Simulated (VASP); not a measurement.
# GaP (de600) (F-43m) in VASP: notebook, part 2 of 2

VASP 6.6.1.

**4. Relaxation of cell and atoms, LDA**

INCAR reads:

```
PREC = Accurate
ENCUT = 600
EDIFF = 1E-6
ISMEAR = 0
SIGMA = 0.02
LREAL = False
LASPH = True
NELM = 100
ALGO = Normal
ISIF = 3
LWAVE = False
LCHARG = False
IBRION = 2
NSW = 100
EDIFFG = -0.002
```

KPOINTS reads:

```
regular mesh
0
Gamma
  8 8 8
```

POSCAR reads:

```
GaP
1.0
    0.0000000000      2.7258124900      2.7258124900
    2.7258124900      0.0000000000      2.7258124900
    2.7258124900      2.7258124900      0.0000000000
Ga P
1 1
Direct
    0.0000000000      0.0000000000      0.0000000000
    0.7500000000      0.7500000000      0.7500000000
```

Potentials or basis: VASP PAW LDA potentials, release 64 (Ga_d, P).

The run is started by

```console
cat potpaw_LDA.64/Ga_d/POTCAR potpaw_LDA.64/P/POTCAR > POTCAR
mpirun -np 1 vasp_std > vasp.out
```

OUTCAR:

```text
PREC = Accurate
   ENCUT = 600
   EDIFF = 1E-6
   ISMEAR = 0
   LREAL = False
   LASPH = True
   NELM = 100
   ISIF = 3
   IBRION = 2
   NSW = 100
   EDIFFG = -0.002

 ion  position               nearest neighbor table
   1  0.000  0.000  0.000-   2 2.36   2 2.36   2 2.36   2 2.36
   2  0.750  0.750  0.750-   1 2.36   1 2.36   1 2.36   1 2.36

  LATTYP: Found a face centered cubic cell.
 ALAT       =     5.4516249800

  Lattice vectors:

 A1 = (   0.0000000000,   2.7258124900,   2.7258124900)
 A2 = (   2.7258124900,   0.0000000000,   2.7258124900)
 A3 = (   2.7258124900,   2.7258124900,   0.0000000000)

Analysis of symmetry for initial positions (statically):
=====================================================================
 Subroutine PRICEL returns:
 Original cell was already a primitive cell.

 Routine SETGRP: Setting up the symmetry group for a
 face centered cubic supercell.

 Subroutine GETGRP returns: Found 24 space group operations
 (whereof 24 operations were pure point group operations)
 out of a pool of 48 trial point group operations.

The static configuration has the point symmetry T_d .

Analysis of symmetry for dynamics (positions and initial velocities):
=====================================================================
 Subroutine PRICEL returns:
 Original cell was already a primitive cell.

 Routine SETGRP: Setting up the symmetry group for a
 face centered cubic supercell.

 Subroutine GETGRP returns: Found 24 space group operations
 (whereof 24 operations were pure point group operations)
 out of a pool of 48 trial point group operations.

The dynamic configuration has the point symmetry T_d .

 Subroutine INISYM returns: Found 24 space group operations
 (whereof 24 operations are pure point group operations),
 and found     1 'primitive' translations

----------------------------------------------------------------------------------------

[... 142 lines left out ...]

------------------------ aborting loop because EDIFF is reached ----------------------------------------

  FORCE on cell =-STRESS in cart. coord.  units (eV):
  Direction    XX          YY          ZZ          XY          YZ          ZX
  --------------------------------------------------------------------------------------
  -------------------------------------------------------------------------------------
  Total       -0.6907628     -0.6907628     -0.6907628      0.0000000      0.0000000      0.0000000
  in kB      -27.3225745    -27.3225745    -27.3225745      0.0000000      0.0000000      0.0000000
  external PRESSURE =     -27.3225745 kB  Pullay stress =       0.0000000 kB
[... 89 lines left out ...]
  FREE ENERGIE OF THE ION-ELECTRON SYSTEM (eV)
  ---------------------------------------------------
  free  energy   TOTEN  =       -10.4510934961 eV

  energy  without entropy=      -10.4510934961  energy(sigma->0) =      -10.45109350

[... ionic steps 4 to 8 ...]

--------------------------------------- Ionic step        9  -------------------------------------------

 number of electron      18.0000007 magnetization

------------------------ aborting loop because EDIFF is reached ----------------------------------------
[... 67 lines left out ...]
--------------------------------------- Ionic step       11  -------------------------------------------

 number of electron      18.0000007 magnetization

 Free energy of the ion-electron system (eV)
  ---------------------------------------------------
  ext. energy  EPLUGINS =         0.00000000
  ---------------------------------------------------
  free energy    TOTEN  =       -10.45109346 eV

  energy without entropy =      -10.45109346  energy(sigma->0) =      -10.45109346

 E-fermi :   4.9198     XC(G=0): -10.3054

 val. band max:        4.8359390214   @ k =   0.0000   0.0000   0.0000
 cond. band min:       6.2679342555   @ k =   0.5000   0.5000   0.0000
 fundamental gap:      1.4319952341
 Fermi energy:         4.9198174175

 k-point     1 :       0.0000    0.0000    0.0000
  band No.  band energies     occupation
      1      -9.9281      2.00000
      2      -9.9281      2.00000
      3      -9.9281      2.00000
      4      -9.8202      2.00000
      5      -9.8202      2.00000
      6      -7.9152      2.00000
      7       4.8359      2.00000
      8       4.8359      2.00000
      9       4.8359      2.00000
     10       6.7358      0.00000
     11       8.6195      0.00000
     12       8.6195      0.00000
     13       8.6195      0.00000
[... 354 lines left out ...]
  band No.  band energies     occupation
      1     -10.0198      2.00000
      2      -9.8950      2.00000
      3      -9.8813      2.00000
      4      -9.8262      2.00000
      5      -9.8122      2.00000
      6      -5.2956      2.00000
      7      -1.8129      2.00000
      8       1.4767      2.00000
      9       2.7887      2.00000
     10       8.2701      0.00000
     11       8.9880      0.00000
     12      11.2964      0.00000
     13      12.7345      0.00000

 [... further k-points ...]
[... 5 lines left out ...]
  --------------------------------------------------------------------------------------
  -------------------------------------------------------------------------------------
  Total       -0.0022216     -0.0022216     -0.0022216      0.0000000      0.0000000      0.0000000
  in kB       -0.0907499     -0.0907499     -0.0907499      0.0000000      0.0000000      0.0000000
  external PRESSURE =      -0.0907499 kB  Pullay stress =       0.0000000 kB
[... 17 lines left out ...]
  FREE ENERGIE OF THE ION-ELECTRON SYSTEM (eV)
  ---------------------------------------------------
  free  energy   TOTEN  =       -10.4510934649 eV

  energy  without entropy=      -10.4510934649  energy(sigma->0) =      -10.45109346

 reached required accuracy - stopping structural energy minimisation
```

CONTCAR:

```text
GaP
   1.00000000000000
     0.0000000000000000    2.6967140301523260    2.6967140301523260
     2.6967140301523260    0.0000000000000000    2.6967140301523260
     2.6967140301523260    2.6967140301523260    0.0000000000000000
  Ga              P
     1     1
Direct
     0.0000000000000000    0.0000000000000000    0.0000000000000000
     0.7500000000000000    0.7500000000000000    0.7500000000000000

  0.00000000E+00  0.00000000E+00  0.00000000E+00
  0.00000000E+00  0.00000000E+00  0.00000000E+00
```

Run time: 26 s. Hardware: 1 thread of Intel Xeon 6975P-C (Granite Rapids), shared host; peak memory 0.17 GiB.

Results:

```
Free energy                            : -10.4511 eV
Relaxed volume                         : 19.61 Å³/atom
Relaxed cell                           : a = 3.814 Å, b = 3.814 Å, c = 3.814 Å, α = 60.00°, β = 60.00°, γ = 60.00°
Space group after relaxing (to 0.05 Å) : F-43m (No. 216)
Energy gained by relaxing              : 5.6 meV/atom
Ionic steps                            : 11
Pressure after relaxing                : 0.0 GPa
Band gap on the k mesh                 : 1.43 eV, indirect (least direct gap 1.90 eV)
```

The path:
```tsv
step	energy change (eV)	largest force (eV/Å)	pressure (GPa)	volume (Å³)
1	0.0000	0.0000	-2.73	40.51
2	-0.0076	0.0000	1.71	38.51
3	-0.0112	0.0000	-0.08	39.22
4	-0.0112	0.0000	0.10	39.19
5	-0.0112	0.0000	-0.10	39.26
6	-0.0112	0.0000	0.04	39.22
7	-0.0112	0.0000	-0.06	39.23
8	-0.0112	0.0000	0.07	39.22
9	-0.0112	0.0000	-0.06	39.23
10	-0.0112	0.0000	-0.03	39.22
11	-0.0112	0.0000	-0.01	39.22
```

Final structure:
```
Ga P
1.0
     0.00000    2.69671    2.69671
     2.69671    0.00000    2.69671
     2.69671    2.69671    0.00000
Ga P
1 1
Direct
  0.00000 0.00000 0.00000
  0.75000 0.75000 0.75000
```

Levels at points of the mesh, in eV from the valence-band top:
```tsv
k point	band 7	band 8	band 9	band 10	band 11	band 12
(0.00, 0.00, 0.00)	0.00	0.00	0.00	1.90	3.78	3.78
(0.50, 0.00, 0.00)	-6.89	-1.18	-1.18	1.61	4.62	4.62
(0.50, 0.50, 0.00)	-6.99	-2.82	-2.82	1.43	1.65	10.69
```

**5. Single point, LDA**

This run uses another cell than the first one, of 19.59 Å³/atom, 0.967 times its volume.

INCAR reads:

```
SYSTEM = GaP
PREC = Accurate ; ENCUT = 520
EDIFF = 1E-7 ; ISMEAR = 0
SIGMA = 0.02 ; LREAL = .FALSE.
LASPH = .TRUE. ; NELM = 80
ALGO = Normal ; ISIF = 2
LWAVE = .FALSE. ; LCHARG = .FALSE.
NBANDS = 16
```

KPOINTS reads:

```
regular mesh
0
G
  8 8 8
  0 0 0
```

POSCAR reads:

```
GaP
1.0
    0.0000000000      2.6956990837      2.6956990837
    2.6956990837      0.0000000000      2.6956990837
    2.6956990837      2.6956990837      0.0000000000
Ga P
1 1
Direct
    0.0000000000      0.0000000000      0.0000000000
    0.7500000000      0.7500000000      0.7500000000
```

Potentials or basis: VASP PAW LDA potentials, release 64 (Ga_d, P).

The run is started by

```console
cat potpaw_LDA.64/Ga_d/POTCAR potpaw_LDA.64/P/POTCAR > POTCAR
mpirun -np 1 vasp_std > vasp.out
```

OUTCAR:

```text
SYSTEM = GaP
   PREC = Accurate
   ENCUT = 520
   EDIFF = 1E-7
   ISMEAR = 0
   LREAL = .FALSE.
   LASPH = .TRUE.
   NELM = 80
   ISIF = 2

 ion  position               nearest neighbor table
   1  0.000  0.000  0.000-   2 2.33   2 2.33   2 2.33   2 2.33
   2  0.750  0.750  0.750-   1 2.33   1 2.33   1 2.33   1 2.33

  LATTYP: Found a face centered cubic cell.
 ALAT       =     5.3913981674

  Lattice vectors:

 A1 = (   0.0000000000,   2.6956990837,   2.6956990837)
 A2 = (   2.6956990837,   0.0000000000,   2.6956990837)
 A3 = (   2.6956990837,   2.6956990837,   0.0000000000)

Analysis of symmetry for initial positions (statically):
=====================================================================
 Subroutine PRICEL returns:
 Original cell was already a primitive cell.

 Routine SETGRP: Setting up the symmetry group for a
 face centered cubic supercell.

 Subroutine GETGRP returns: Found 24 space group operations
 (whereof 24 operations were pure point group operations)
 out of a pool of 48 trial point group operations.

The static configuration has the point symmetry T_d .

Analysis of symmetry for dynamics (positions and initial velocities):
=====================================================================
 Subroutine PRICEL returns:
 Original cell was already a primitive cell.

 Routine SETGRP: Setting up the symmetry group for a
 face centered cubic supercell.

 Subroutine GETGRP returns: Found 24 space group operations
 (whereof 24 operations were pure point group operations)
 out of a pool of 48 trial point group operations.

The dynamic configuration has the point symmetry T_d .

 Subroutine INISYM returns: Found 24 space group operations
 (whereof 24 operations are pure point group operations),
 and found     1 'primitive' translations

----------------------------------------------------------------------------------------

                                     Primitive cell

  volume of cell :      39.1782

  direct lattice vectors                    reciprocal lattice vectors
     0.000000000  2.695699084  2.695699084    -0.185480643  0.185480643  0.185480643
     2.695699084  0.000000000  2.695699084     0.185480643 -0.185480643  0.185480643
     2.695699084  2.695699084  0.000000000     0.185480643  0.185480643 -0.185480643

  length of vectors
     3.812294204  3.812294204  3.812294204     0.321261898  0.321261898  0.321261898

  position of ions in fractional coordinates (direct lattice)
     0.000000000  0.000000000  0.000000000
     0.750000000  0.750000000  0.750000000

  ion indices of the primitive-cell ions
   primitive index   ion index
                 1           1
                 2           2

----------------------------------------------------------------------------------------

 KPOINTS: regular mesh

Automatic generation of k-mesh.
 Grid dimensions read from file:
 generate k-points for:    8    8    8

 Generating k-lattice:

  Cartesian coordinates                     Fractional coordinates (reciprocal lattice)
    -0.023185080  0.023185080  0.023185080     0.125000000  0.000000000  0.000000000
     0.023185080 -0.023185080  0.023185080     0.000000000  0.125000000  0.000000000
     0.023185080  0.023185080 -0.023185080     0.000000000  0.000000000  0.125000000

  Length of vectors
     0.040157737  0.040157737  0.040157737

  Shift w.r.t. Gamma in fractional coordinates (k-lattice)
     0.000000000  0.000000000  0.000000000

 Subroutine IBZKPT returns following result:
 ===========================================

 Found     29 irreducible k-points:

 Following reciprocal coordinates:
            Coordinates               Weight
  0.000000  0.000000  0.000000      1.000000
  0.125000  0.000000  0.000000      8.000000
  0.250000  0.000000  0.000000      8.000000
  0.375000  0.000000  0.000000      8.000000
  0.500000  0.000000  0.000000      4.000000
  0.125000  0.125000  0.000000      6.000000
[... 16 lines left out ...]
  0.500000  0.250000  0.125000     48.000000
 -0.375000  0.250000  0.125000     24.000000
 [... further k-points ...]
   k-points           NKPTS =     29   k-points in BZ     NKDIM =     29   number of bands    NBANDS=     16
   number of dos      NEDOS =    301   number of ions     NIONS =      2
   total plane-waves  NPLWV =  21952
   dimension x,y,z NGX =    28 NGY =   28 NGZ =   28
   dimension x,y,z NGXF=    56 NGYF=   56 NGZF=   56
   ions per type =               1   1
   NGX,Y,Z   is equivalent  to a cutoff of  12.21, 12.21, 12.21 a.u.
   NGXF,Y,Z  is equivalent  to a cutoff of  24.42, 24.42, 24.42 a.u.
 SYSTEM =  GaP
   PREC   = accura    normal or accurate (medium, high low for compatibility)
   ISTART =      0    job   : 0-new  1-cont  2-samecut
   ICHARG =      2    charge: 1-file 2-atom 10-const
   ISPIN  =      1    spin polarized calculation?
   LNONCOLLINEAR =      F non collinear calculations
   LSORBIT =      F    spin-orbit coupling
   LASPH  =      T    aspherical Exc in radial PAW
   ENCUT  =  520.0 eV  38.22 Ry    6.18 a.u.   7.09  7.09  7.09*2*pi/ulx,y,z
   NELM   =     80;   NELMIN=  2; NELMDL= -5     # of ELM steps
   EDIFF  = 0.1E-06   stopping-criterion for ELM
   LREAL  =      F    real-space projection
   EDIFFG = 0.1E-05   stopping-criterion for IOM
   NSW    =      0    number of steps for IOM
   IBRION =     -1    ionic relax: 0-MD 1-quasi-New 2-CG
   NFREE  =      0    steps in history (QN), initial steepest desc. (CG)
   ISIF   =      2    stress and relaxation
   ISYM   =      2    0-nonsym 1-usesym 2-fastsym
   POTIM  = 0.5000    time-step for ionic-motion
   TEBEG  =    0.0;   TEEND  =   0.0 temperature during run
   PSTRESS=    0.0 pullay stress
   NELECT =      18.0000    total number of electrons
   NUPDOWN=      -1.0000    fix difference up-down
   EMIN   =  10.00;   EMAX   =-10.00  energy-range for DOS
   EFERMI =   0.00;   METHOD = LEGACY
   ISMEAR =     0;   SIGMA  =   0.02  broadening in eV -4-tet -1-fermi 0-gaus
   EFERMI_NEDOS =   21; number of points for ismear=-14 and -15
   IALGO  =     38    algorithm
   IMIX   =      4    mixing-type and parameters
     AMIX     =   0.40;   BMIX     =  1.00
     AMIX_MAG =   1.60;   BMIX_MAG =  1.00
  volume/ion in A,a.u.               =      19.59       132.19
  Fermi-wavevector in a.u.,A,eV,Ry     =   1.263235  2.387169 21.711680  1.595763
  Thomas-Fermi vector in A             =   2.396603
   LORBIT       =      0    0 simple, 1 ext, 2 COOP (PROOUT), +10 PAW based schemes
   GGA     = CA    functional components
   LHFCALC =     F    Hartree Fock is set to
   AEXX    =    0.0000 exact exchange contribution
   IVDW    =     0    specifies the selected vdW correction
   LEPSILON=     F    determine dielectric tensor
   LRPA    =     F    only Hartree local field effects (RPA)
 non-spin polarized calculation
 Gauss-broadening in eV      SIGMA  =   0.02
  energy-cutoff  :      520.00
  volume of cell :       39.18
 maximum number of plane-waves:      1067
   NGX = 15   NGY = 15   NGZ = 15

 number of electron      17.9999998 magnetization

 Free energy of the ion-electron system (eV)
  ---------------------------------------------------
  ext. energy  EPLUGINS =         0.00000000
  ---------------------------------------------------
  free energy    TOTEN  =       -10.45076820 eV

  energy without entropy =      -10.45076820  energy(sigma->0) =      -10.45076820

 E-fermi :   4.9423     XC(G=0): -10.3105

 val. band max:        4.8481509281   @ k =   0.0000   0.0000   0.0000
 cond. band min:       6.2777634249   @ k =   0.5000   0.5000   0.0000
 fundamental gap:      1.4296124969
 Fermi energy:         4.9423053040

 k-point     1 :       0.0000    0.0000    0.0000
  band No.  band energies     occupation
      1      -9.9179      2.00000
      2      -9.9179      2.00000
      3      -9.9179      2.00000
      4      -9.8096      2.00000
      5      -9.8096      2.00000
      6      -7.9120      2.00000
[... 8 lines left out ...]
     15      14.6920      0.00000
     16      14.6920      0.00000
[... 419 lines left out ...]
 k-point    24 :      -0.3750    0.2500    0.1250
  band No.  band energies     occupation
      1     -10.0099      2.00000
      2      -9.8846      2.00000
      3      -9.8709      2.00000
      4      -9.8156      2.00000
      5      -9.8016      2.00000
      6      -5.2878      2.00000
[... 8 lines left out ...]
     15      16.8437      0.00000
     16      17.4325      0.00000

 [... further k-points ...]

------------------------ aborting loop because EDIFF is reached ----------------------------------------

  FORCE on cell =-STRESS in cart. coord.  units (eV):
  Direction    XX          YY          ZZ          XY          YZ          ZX
  --------------------------------------------------------------------------------------
  -------------------------------------------------------------------------------------
  Total        0.0282491      0.0282491      0.0282491      0.0000000      0.0000000      0.0000000
  in kB        1.1552365      1.1552365      1.1552365      0.0000000      0.0000000      0.0000000
  external PRESSURE =       1.1552365 kB  Pullay stress =       0.0000000 kB

 VOLUME and BASIS-vectors are now :
 -----------------------------------------------------------------------------
  energy-cutoff  :      520.00
  volume of cell :       39.18
      direct lattice vectors                 reciprocal lattice vectors
     0.000000000  2.695699084  2.695699084    -0.185480643  0.185480643  0.185480643
     2.695699084  0.000000000  2.695699084     0.185480643 -0.185480643  0.185480643
     2.695699084  2.695699084  0.000000000     0.185480643  0.185480643 -0.185480643

 POSITION                                       TOTAL-FORCE (eV/Angst)
 -----------------------------------------------------------------------------------
      0.00000      0.00000      0.00000        -0.000000     -0.000000     -0.000000
      4.04355      4.04355      4.04355         0.000000      0.000000      0.000000
 -----------------------------------------------------------------------------------
    total drift:                               -0.000000     -0.000000     -0.000000

  FREE ENERGIE OF THE ION-ELECTRON SYSTEM (eV)
  ---------------------------------------------------
  free  energy   TOTEN  =       -10.4507682031 eV

  energy  without entropy=      -10.4507682031  energy(sigma->0) =      -10.45076820
```

stdout:

```text
POSCAR found type information on POSCAR GaP
 POSCAR found :  2 types and       2 ions
 scaLAPACK will be used
 LDA part: xc-table for (Slater(with rela. corr.)+CA(PZ))
 , standard interpolation
 POSCAR, INCAR and KPOINTS ok, starting setup
 FFT: planning ... GRIDC
 FFT: planning ... GRID_SOFT
 FFT: planning ... GRID
 WAVECAR not read
 entering main loop
```

Run time: 24 s. Hardware: 1 thread of Intel Xeon 8259CL, shared host; peak memory 0.15 GiB.

What came out:

- Free energy: -10.4508 eV
- Pressure: 0.1 GPa
- Band gap on the k mesh: 1.43 eV, indirect (least direct gap 1.91 eV)

Levels at points of the mesh, in eV from the valence-band top:
| k point | band 6 | band 7 | band 8 | band 9 | band 10 | band 11 | band 12 | band 13 |
| --- | --- | --- | --- | --- | --- | --- | --- | --- |
| (0.00, 0.00, 0.00) | -12.76 | 0.00 | 0.00 | 0.00 | 1.91 | 3.78 | 3.78 | 3.78 |
| (0.50, 0.00, 0.00) | -10.57 | -6.90 | -1.18 | -1.18 | 1.62 | 4.62 | 4.62 | 8.11 |
| (0.50, 0.50, 0.00) | -9.60 | -7.00 | -2.82 | -2.82 | 1.43 | 1.65 | 10.70 | 10.70 |

**6. Summary**

| task | cell | k mesh | cutoff (eV) | smearing | gap on the mesh (eV) | pressure (GPa) |
| --- | --- | --- | --- | --- | --- | --- |
| single point | a = 3.855 Å, angles 60.0°, 2 atoms | 6 × 6 × 6 | 520 | gaussian 0.1 eV | 1.49 | -2.7 |
| single point | a = 3.812 Å, angles 60.0°, 2 atoms | 8 × 8 × 8 | 520 | gaussian 0.02 eV | 1.43 | 0.1 |
| relaxation of cell and atoms | relaxed from a = 3.855 Å, angles 60.0°, 2 atoms | 8 × 8 × 8 | 600 | gaussian 0.02 eV | 1.43 | 0.0 |

Alike in all rows: level LDA; potentials or basis VASP PAW LDA potentials, release 64 (Ga_d, P); no spin polarisation.

Absolute energies hang on the potentials; compare differences alone.
